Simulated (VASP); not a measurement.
# Rh: single point with r2SCAN

The system is Rh.

```
Rh
1.0
     2.75865    0.00000    0.00000
    -1.37933    2.38906    0.00000
     0.00000    0.00000    4.42754
Rh
2
Direct
  0.66667 0.33333 0.75000
  0.33333 0.66667 0.25000
```

This cell differs from its parent crystal: volume scaled by 1.06, then relaxed in part.

```json
{
 "Program": "VASP 6.6.1",
 "Task": "single point",
 "Functional": "r2SCAN",
 "Potentials or basis": "VASP PAW PBE potentials, release 64 (Rh_pv)",
 "Cutoff": "520 eV",
 "k mesh": "18 × 18 × 10",
 "Occupations": "gaussian, width 0.1 eV",
 "Spin": "no spin polarisation"
}
```

```json
{"Pressure": "-13.1 GPa", "Band gap on the k mesh": "zero (band 15 reaches 11.36 eV, above the bottom of band 16 at 9.11 eV)"}
```

Levels at points of the mesh, in eV from the Fermi level:
```
           k point  band 13  band 14  band 15  band 16  band 17  band 18
(0.00, 0.00, 0.00)    -2.38    -1.88    -1.88     0.11     0.11     1.02
(0.50, 0.00, 0.00)    -2.02     0.34     0.58     0.64     2.99     5.07
(0.00, 0.00, 0.50)    -3.00    -3.00    -0.44    -0.44    -0.44    -0.44
(0.50, 0.00, 0.50)    -0.27    -0.27     0.53     0.53     2.76     2.76
```

Run time: 3.1 min on 1 thread of Intel(R) Xeon(R) 6975P-C (Granite Rapids), with other jobs on the host, peak memory 0.24 GiB.

Caveat: the PAW data sets were made with another functional, which shifts forces and pressure a little.
